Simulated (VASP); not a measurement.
# LiH (I4/mmm) in VASP: notebook

LiH is run at these levels: LDA; tasks: single point.

All numbers are computed with VASP 6.6.1; they aren't measurements. Logs are shortened: lines on timing, memory, paths and dates and some standing lists are left out, and cuts for length are marked.

## (1) The cell of the first run

It takes space group I4/mmm (No. 139, tetragonal). The conventional cell has a = 2.874 Å, b = 2.874 Å, c = 4.106 Å, α = 90.00°, β = 90.00°, γ = 90.00°. Li (site symmetry 4/mmm) has 6 H at 2.03 to 2.05 Å within 2.7 Å. Within 2.7 Å of H (site symmetry 4/mmm) lie 6 Li at 2.03 to 2.05 Å.

## (2) Single point, LDA (strain +0.0100 x Voigt [0, 1, 0, 0, 0, 0])

INCAR reads:

```
SYSTEM = LiH
PREC = Accurate ; ENCUT = 520
EDIFF = 1E-6 ; ISMEAR = 0
SIGMA = 0.05 ; LREAL = .FALSE.
LASPH = .TRUE. ; NELM = 80
ALGO = Normal ; ISIF = 2
LWAVE = .FALSE. ; LCHARG = .FALSE.
NBANDS = 9
```

KPOINTS reads:

```
Automatic mesh
0
G
  10 10 10
  0 0 0
```

POSCAR reads:

```
LiH
1.0
    0.0000000000      2.0528250000      2.0325000000
    2.0325000000      0.0000000000      2.0325000000
    2.0325000000      2.0528250000      0.0000000000
Li H
1 1
Direct
    0.0000000000      0.0000000000      0.0000000000
    0.5000000000      0.5000000000      0.5000000000
```

Potentials or basis: VASP PAW LDA potentials, release 64 (Li_sv, H).

The run is started by

```console
cat potpaw_LDA.64/Li_sv/POTCAR potpaw_LDA.64/H/POTCAR > POTCAR
mpirun -np 1 vasp_std > vasp.out
```

OUTCAR:

```text
SYSTEM = LiH
   PREC = Accurate
   ENCUT = 520
   EDIFF = 1E-6
   ISMEAR = 0
   LREAL = .FALSE.
   LASPH = .TRUE.
   NELM = 80
   ISIF = 2

 ion  position               nearest neighbor table
   1  0.000  0.000  0.000-
   2  0.500  0.500  0.500-

  LATTYP: Found a body centered tetragonal cell.
 ALAT       =     2.8743890655
 C/A-ratio  =     1.4283556980

  Lattice vectors:

 A1 = (   0.0000000000,  -2.0528250000,   2.0325000000)
 A2 = (   0.0000000000,  -2.0528250000,  -2.0325000000)
 A3 = (   2.0325000000,   2.0528250000,   0.0000000000)

Analysis of symmetry for initial positions (statically):
=====================================================================
 Subroutine PRICEL returns:
 Original cell was already a primitive cell.

 Routine SETGRP: Setting up the symmetry group for a
 body centered tetragonal supercell.

 Subroutine GETGRP returns: Found 16 space group operations
 (whereof 16 operations were pure point group operations)
 out of a pool of 16 trial point group operations.

The static configuration has the point symmetry D_4h.

Analysis of symmetry for dynamics (positions and initial velocities):
=====================================================================
 Subroutine PRICEL returns:
 Original cell was already a primitive cell.

 Routine SETGRP: Setting up the symmetry group for a
 body centered tetragonal supercell.

 Subroutine GETGRP returns: Found 16 space group operations
 (whereof 16 operations were pure point group operations)
 out of a pool of 16 trial point group operations.

The dynamic configuration has the point symmetry D_4h.

 Subroutine INISYM returns: Found 16 space group operations
 (whereof 16 operations are pure point group operations),
 and found     1 'primitive' translations

----------------------------------------------------------------------------------------

                                     Primitive cell

  volume of cell :      16.9607

  direct lattice vectors                    reciprocal lattice vectors
     0.000000000  2.052825000  2.032500000    -0.246002460  0.243566792  0.246002460
     2.032500000  0.000000000  2.032500000     0.246002460 -0.243566792  0.246002460
     2.032500000  2.052825000  0.000000000     0.246002460  0.243566792 -0.246002460

  length of vectors
     2.888796762  2.874389066  2.888796762     0.424687182  0.424687182  0.424687182

  position of ions in fractional coordinates (direct lattice)
     0.000000000  0.000000000  0.000000000
     0.500000000  0.500000000  0.500000000

  ion indices of the primitive-cell ions
   primitive index   ion index
                 1           1
                 2           2

----------------------------------------------------------------------------------------

 KPOINTS: Automatic mesh

Automatic generation of k-mesh.
 Grid dimensions read from file:
 generate k-points for:   10   10   10

 Generating k-lattice:

  Cartesian coordinates                     Fractional coordinates (reciprocal lattice)
    -0.024600246  0.024356679  0.024600246     0.100000000  0.000000000  0.000000000
     0.024600246 -0.024356679  0.024600246    -0.000000000  0.100000000 -0.000000000
     0.024600246  0.024356679 -0.024600246     0.000000000  0.000000000  0.100000000

  Length of vectors
     0.042468718  0.042468718  0.042468718

  Shift w.r.t. Gamma in fractional coordinates (k-lattice)
     0.000000000  0.000000000  0.000000000

 Subroutine IBZKPT returns following result:
 ===========================================

 Found    102 irreducible k-points:

 Following reciprocal coordinates:
            Coordinates               Weight
  0.000000  0.000000  0.000000      1.000000
  0.100000  0.000000  0.000000      8.000000
  0.200000  0.000000  0.000000      8.000000
  0.300000  0.000000  0.000000      8.000000
  0.400000  0.000000  0.000000      8.000000
  0.500000  0.000000  0.000000      4.000000
[... 16 lines left out ...]
  0.300000  0.300000  0.000000      4.000000
  0.400000  0.300000  0.000000     16.000000
 [... further k-points ...]
   k-points           NKPTS =    102   k-points in BZ     NKDIM =    102   number of bands    NBANDS=      9
   number of dos      NEDOS =    301   number of ions     NIONS =      2
   total plane-waves  NPLWV =  13824
   dimension x,y,z NGX =    24 NGY =   24 NGZ =   24
   dimension x,y,z NGXF=    48 NGYF=   48 NGZF=   48
   ions per type =               1   1
   NGX,Y,Z   is equivalent  to a cutoff of  13.81, 13.88, 13.81 a.u.
   NGXF,Y,Z  is equivalent  to a cutoff of  27.62, 27.76, 27.62 a.u.
 SYSTEM =  LiH
   PREC   = accura    normal or accurate (medium, high low for compatibility)
   ISTART =      0    job   : 0-new  1-cont  2-samecut
   ICHARG =      2    charge: 1-file 2-atom 10-const
   ISPIN  =      1    spin polarized calculation?
   LNONCOLLINEAR =      F non collinear calculations
   LSORBIT =      F    spin-orbit coupling
   LASPH  =      T    aspherical Exc in radial PAW
[... 27 lines left out ...]
   GGA     = CA    functional components
   LHFCALC =     F    Hartree Fock is set to
   AEXX    =    0.0000 exact exchange contribution
   IVDW    =     0    specifies the selected vdW correction
   LEPSILON=     F    determine dielectric tensor
   LRPA    =     F    only Hartree local field effects (RPA)
 non-spin polarized calculation
 Gauss-broadening in eV      SIGMA  =   0.05
  energy-cutoff  :      520.00
  volume of cell :       16.96
 maximum number of plane-waves:       469
 NGX is ok and might be reduce to    24
   NGX = 11   NGY = 11   NGZ = 11

 number of electron       4.0000000 magnetization

 Free energy of the ion-electron system (eV)
  ---------------------------------------------------
  ext. energy  EPLUGINS =         0.00000000
  ---------------------------------------------------
  free energy    TOTEN  =        -6.46758934 eV

  energy without entropy =       -6.46758934  energy(sigma->0) =       -6.46758934

 E-fermi :   0.1898     XC(G=0):  -8.6372

 val. band max:       -0.0137247226   @ k =   0.5000   0.5000   0.0000
 cond. band min:       2.5278708946   @ k =   0.5000   0.0000   0.5000
 fundamental gap:      2.5415956172
 Fermi energy:         0.1898183776

 k-point     1 :       0.0000    0.0000    0.0000
  band No.  band energies     occupation
      1     -43.5507      2.00000
      2      -5.4009      2.00000
      3      15.4183      0.00000
      4      16.8288      0.00000
      5      16.8288      0.00000
      6      16.9090      0.00000
      7      21.5523      0.00000
      8      21.6088      0.00000
      9      21.6088      0.00000

 k-point     2 :       0.1000    0.0000    0.0000
  band No.  band energies     occupation
      1     -43.5466      2.00000
      2      -5.2294      2.00000
      3      13.9092      0.00000
      4      16.0490      0.00000
      5      16.4867      0.00000
      6      16.5034      0.00000
      7      21.0368      0.00000
      8      22.3595      0.00000
      9      22.3816      0.00000

 k-point     3 :       0.2000    0.0000    0.0000
  band No.  band energies     occupation
      1     -43.5359      2.00000
      2      -4.7262      2.00000
      3      10.7319      0.00000
      4      14.9036      0.00000
      5      15.8802      0.00000
      6      15.9230      0.00000
      7      21.7774      0.00000
      8      22.0560      0.00000
      9      22.3296      0.00000

 k-point     4 :       0.3000    0.0000    0.0000
  band No.  band energies     occupation
      1     -43.5225      2.00000
      2      -3.9477      2.00000
      3       7.6865      0.00000
      4      13.9139      0.00000
      5      15.4788      0.00000
      6      15.5784      0.00000
      7      20.0720      0.00000
      8      20.3593      0.00000
      9      23.2787      0.00000
[... 205 lines left out ...]
 k-point    22 :      -0.2000    0.2000    0.0000
  band No.  band energies     occupation
      1     -43.5180      2.00000
      2      -3.6212      2.00000
      3       8.9385      0.00000
      4       9.1576      0.00000
      5      15.1116      0.00000
      6      15.9863      0.00000
      7      20.8290      0.00000
      8      22.7926      0.00000
      9      24.4689      0.00000

 k-point    23 :       0.3000    0.3000    0.0000
  band No.  band energies     occupation
      1     -43.5132      2.00000
      2      -3.2231      2.00000
      3       8.1916      0.00000
      4      11.4026      0.00000
      5      11.4877      0.00000
      6      14.7127      0.00000
      7      16.3780      0.00000
      8      27.3674      0.00000
      9      29.2910      0.00000

 k-point    24 :       0.4000    0.3000    0.0000
  band No.  band energies     occupation
      1     -43.5048      2.00000
      2      -2.3464      2.00000
      3       6.3294      0.00000
      4       9.7940      0.00000
      5      11.0163      0.00000
      6      15.3698      0.00000
      7      16.5217      0.00000
      8      28.2784      0.00000
      9      28.7316      0.00000

 [... further k-points ...]

------------------------ aborting loop because EDIFF is reached ----------------------------------------

  FORCE on cell =-STRESS in cart. coord.  units (eV):
  Direction    XX          YY          ZZ          XY          YZ          ZX
  --------------------------------------------------------------------------------------
  -------------------------------------------------------------------------------------
  Total       -0.4401185     -0.5000296     -0.4401185      0.0000000      0.0000000      0.0000000
  in kB      -41.5754720    -47.2349263    -41.5754720      0.0000000      0.0000000      0.0000000
  external PRESSURE =     -43.4619568 kB  Pullay stress =       0.0000000 kB

 VOLUME and BASIS-vectors are now :
 -----------------------------------------------------------------------------
  energy-cutoff  :      520.00
  volume of cell :       16.96
      direct lattice vectors                 reciprocal lattice vectors
     0.000000000  2.052825000  2.032500000    -0.246002460  0.243566792  0.246002460
     2.032500000  0.000000000  2.032500000     0.246002460 -0.243566792  0.246002460
     2.032500000  2.052825000  0.000000000     0.246002460  0.243566792 -0.246002460

 POSITION                                       TOTAL-FORCE (eV/Angst)
 -----------------------------------------------------------------------------------
      0.00000      0.00000      0.00000         0.000000      0.000000      0.000000
      2.03250      2.05282      2.03250        -0.000000      0.000000     -0.000000
 -----------------------------------------------------------------------------------
    total drift:                                0.000000     -0.000000     -0.000000

  FREE ENERGIE OF THE ION-ELECTRON SYSTEM (eV)
  ---------------------------------------------------
  free  energy   TOTEN  =        -6.4675893387 eV

  energy  without entropy=       -6.4675893386  energy(sigma->0) =       -6.46758934
```

Run time: 34 s. Hardware: 1 thread of AMD EPYC 7R13, shared host; peak memory 0.1 GiB.

What came out:

```
Free energy            : -6.4676 eV
Band gap on the k mesh : 2.54 eV, indirect (least direct gap 2.62 eV)
```

Caveat: the cell differs from its parent crystal (strain +0.0100 x Voigt [0, 1, 0, 0, 0, 0]); the cutoff is under 1.25 times the usual one of these potentials, so pressure, stress and relaxed cells hold a basis-set (Pulay) error.

## (3) Single point, LDA (strain +0.0200 x Voigt [0, 1, 0, 0, 0, 0])

INCAR reads:

```
ALGO = Normal
EDIFF = 1E-6
ENCUT = 520
GGA = CA
ISIF = 2
ISMEAR = 0
LASPH = True
LCHARG = False
LREAL = False
LWAVE = False
NBANDS = 9
NELM = 80
PREC = Accurate
SIGMA = 0.05
```

KPOINTS reads:

```
k-points
0
Gamma
  10 10 10
```

POSCAR reads:

```
LiH
1.0
    0.0000000000      2.0731500000      2.0325000000
    2.0325000000      0.0000000000      2.0325000000
    2.0325000000      2.0731500000      0.0000000000
Li H
1 1
Direct
    0.0000000000      0.0000000000      0.0000000000
    0.5000000000      0.5000000000      0.5000000000
```

Potentials or basis: VASP PAW LDA potentials, release 64 (Li_sv, H).

The run is started by

```console
cat potpaw_LDA.64/Li_sv/POTCAR potpaw_LDA.64/H/POTCAR > POTCAR
mpirun -np 1 vasp_std > vasp.out
```

Run time: 31 s. Hardware: 1 thread of AMD EPYC 7R13, shared host; peak memory 0.1 GiB.

It converged, with:

- Free energy: -6.4625 eV
- Band gap on the k mesh: 2.44 eV, indirect (least direct gap 2.60 eV)

Levels at points of the mesh, in eV from the valence-band top:
```
           k point  band 1  band 2  band 3  band 4  band 5  band 6
(0.00, 0.00, 0.00)  -43.57   -5.38   15.28   16.70   16.70   16.86
(0.50, 0.00, 0.00)  -43.53   -2.64    4.45   12.92   15.24   15.57
(0.50, 0.50, 0.00)  -43.52    0.00    2.69    9.88   10.04   13.15
(0.50, 0.00, 0.50)  -43.52   -0.15    2.44   10.26   10.26   13.44
```

Caveat: the cell differs from its parent crystal (strain +0.0200 x Voigt [0, 1, 0, 0, 0, 0]); the cutoff is under 1.25 times the usual one of these potentials, so pressure, stress and relaxed cells hold a basis-set (Pulay) error. A k mesh can miss the band edges.

## (4) Single point, LDA (strain -0.0100 x Voigt [0, 1, 0, 0, 0, 0])

INCAR reads:

```
SYSTEM = LiH
  ALGO = Normal
  EDIFF = 1E-6
  ENCUT = 520
  GGA = CA
  ISIF = 2
  ISMEAR = 0
  LASPH = .True.
  LCHARG = .True.
  LELF = .True.
  LREAL = .False.
  LVHAR = .True.
  LWAVE = .False.
  NBANDS = 9
  NELM = 80
  PREC = Accurate
  SIGMA = 0.05
```

KPOINTS reads:

```
k-points
0
Gamma
  10 10 10
  0 0 0
```

POSCAR reads:

```
LiH
1.0
    0.0000000000      2.0121750000      2.0325000000
    2.0325000000      0.0000000000      2.0325000000
    2.0325000000      2.0121750000      0.0000000000
Li H
1 1
Direct
    0.0000000000      0.0000000000      0.0000000000
    0.5000000000      0.5000000000      0.5000000000
```

The run is started by

```console
cat potpaw_LDA.64/Li_sv/POTCAR potpaw_LDA.64/H/POTCAR > POTCAR
mpirun -np 1 vasp_std > vasp.out
```

Run time: 30 s. Hardware: 1 thread of AMD EPYC 7R13, shared host; peak memory 0.1 GiB.

The run converged. Its results:

| Property | Result |
| --- | --- |
| Free energy | -6.4757 eV |
| Band gap on the k mesh | 2.54 eV, indirect (least direct gap 2.62 eV) |

Levels at points of the mesh, in eV from the valence-band top:
| k point | band 1 | band 2 | band 3 | band 4 | band 5 | band 6 | band 7 |
| --- | --- | --- | --- | --- | --- | --- | --- |
| (0.00, 0.00, 0.00) | -43.55 | -5.49 | 15.66 | 16.98 | 17.06 | 17.06 | 21.79 |
| (0.50, 0.00, 0.00) | -43.50 | -2.72 | 4.51 | 13.19 | 15.55 | 15.75 | 18.32 |
| (0.50, 0.50, 0.00) | -43.49 | -0.08 | 2.54 | 10.20 | 10.29 | 13.47 | 16.52 |
| (0.50, 0.00, 0.50) | -43.48 | 0.00 | 2.67 | 10.09 | 10.09 | 13.32 | 16.45 |

Caveat: the cell differs from its parent crystal (strain -0.0100 x Voigt [0, 1, 0, 0, 0, 0]); the cutoff is under 1.25 times the usual one of these potentials, so pressure, stress and relaxed cells hold a basis-set (Pulay) error. A k mesh can miss the band edges.

## (5) Single point, LDA (strain +0.0350 x Voigt [0, 1, 0, 0, 0, 0])

INCAR reads:

```
SYSTEM = LiH
PREC = Accurate
ENCUT = 520
EDIFF = 1E-6
ISMEAR = 0
SIGMA = 0.05
LREAL = .FALSE.
LASPH = .TRUE.
NELM = 80
ALGO = Normal
ISIF = 2
LWAVE = .FALSE.
LCHARG = .TRUE.
GGA = CA
LELF = .TRUE.
LVHAR = .TRUE.
NBANDS = 9
```

KPOINTS reads:

```
regular mesh
0
G
  10 10 10
  0 0 0
```

POSCAR reads:

```
LiH
1.0
    0.0000000000      2.1036375000      2.0325000000
    2.0325000000      0.0000000000      2.0325000000
    2.0325000000      2.1036375000      0.0000000000
Li H
1 1
Direct
    0.0000000000      0.0000000000      0.0000000000
    0.5000000000      0.5000000000      0.5000000000
```

The run is started by

```console
cat potpaw_LDA.64/Li_sv/POTCAR potpaw_LDA.64/H/POTCAR > POTCAR
mpirun -np 1 vasp_std > vasp.out
```

Wall time 35 s (1 thread of AMD EPYC 7R13, shared host); peak memory 0.1 GiB.

Results (log left out):

| Item | Value |
| --- | --- |
| Free energy | -6.4539 eV |
| Band gap on the k mesh | 2.30 eV, indirect (least direct gap 2.57 eV) |

Levels at points of the mesh, in eV from the valence-band top:
| k point | band 1 | band 2 | band 3 | band 4 | band 5 | band 6 |
| --- | --- | --- | --- | --- | --- | --- |
| (0.00, 0.00, 0.00) | -43.62 | -5.36 | 15.04 | 16.49 | 16.49 | 16.76 |
| (0.50, 0.00, 0.00) | -43.58 | -2.63 | 4.38 | 12.71 | 15.02 | 15.54 |
| (0.50, 0.50, 0.00) | -43.57 | 0.00 | 2.73 | 9.64 | 9.94 | 12.96 |
| (0.50, 0.00, 0.50) | -43.57 | -0.27 | 2.30 | 10.30 | 10.30 | 13.46 |

Caveat: the cell differs from its parent crystal (strain +0.0350 x Voigt [0, 1, 0, 0, 0, 0]); the cutoff is under 1.25 times the usual one of these potentials, so pressure, stress and relaxed cells hold a basis-set (Pulay) error. A k mesh can miss the band edges.

## (6) Single point, LDA (strain +0.0400 x Voigt [0, 1, 0, 0, 0, 0])

INCAR reads:

```
ALGO = Normal
EDIFF = 1E-7
ENCUT = 520
GGA = CA
ISIF = 2
ISMEAR = 0
LASPH = True
LCHARG = False
LREAL = False
LWAVE = False
NBANDS = 9
NELM = 60
PREC = Accurate
SIGMA = 0.05
```

KPOINTS reads:

```
k-points
0
Gamma
  10 10 10
```

POSCAR reads:

```
LiH
1.0
    0.0000000000      2.1138000000      2.0325000000
    2.0325000000      0.0000000000      2.0325000000
    2.0325000000      2.1138000000      0.0000000000
Li H
1 1
Direct
    0.0000000000      0.0000000000      0.0000000000
    0.5000000000      0.5000000000      0.5000000000
```

Potentials or basis: VASP PAW LDA potentials, release 64 (Li_sv, H).

The run is started by

```console
cat potpaw_LDA.64/Li_sv/POTCAR potpaw_LDA.64/H/POTCAR > POTCAR
mpirun -np 1 vasp_std > vasp.out
```

Wall time 31 s (1 thread of AMD EPYC 7R13, shared host); peak memory 0.1 GiB.

Results (log left out):

```
Free energy            : -6.4508 eV
Band gap on the k mesh : 2.26 eV, indirect (least direct gap 2.56 eV)
```

Levels at points of the mesh, in eV from the valence-band top:
| k point | band 1 | band 2 | band 3 | band 4 | band 5 | band 6 |
| --- | --- | --- | --- | --- | --- | --- |
| (0.00, 0.00, 0.00) | -43.64 | -5.35 | 14.96 | 16.42 | 16.42 | 16.72 |
| (0.50, 0.00, 0.00) | -43.60 | -2.63 | 4.36 | 12.63 | 14.96 | 15.53 |
| (0.50, 0.50, 0.00) | -43.59 | 0.00 | 2.74 | 9.57 | 9.90 | 12.91 |
| (0.50, 0.00, 0.50) | -43.59 | -0.30 | 2.26 | 10.32 | 10.32 | 13.47 |

Caveat: the cell differs from its parent crystal (strain +0.0400 x Voigt [0, 1, 0, 0, 0, 0]); the cutoff is under 1.25 times the usual one of these potentials, so pressure, stress and relaxed cells hold a basis-set (Pulay) error.

## (7) Overview

| cell | gap on the mesh (eV) |
| --- | --- |
| a = 2.889, b = 2.874 Å, angles 60.2, 59.7, 60.2°, 2 atoms | 2.54 |
| a = 2.903, b = 2.874 Å, angles 60.3, 59.3, 60.3°, 2 atoms | 2.44 |
| a = 2.860, b = 2.874 Å, angles 59.8, 60.3, 59.8°, 2 atoms | 2.54 |
| a = 2.925, b = 2.874 Å, angles 60.6, 58.9, 60.6°, 2 atoms | 2.30 |
| a = 2.932, b = 2.874 Å, angles 60.7, 58.7, 60.7°, 2 atoms | 2.26 |

Alike in all rows: task single point; level LDA; potentials or basis VASP PAW LDA potentials, release 64 (Li_sv, H); no spin polarisation; k mesh 10 × 10 × 10; cutoff (eV) 520; smearing gaussian 0.05 eV.

Caveats: the cutoff is under 1.25 times the usual one of these potentials, so pressure, stress and relaxed cells hold a basis-set (Pulay) error.

Total energies depend on the potentials used, so only differences within one code and one set of settings carry meaning.
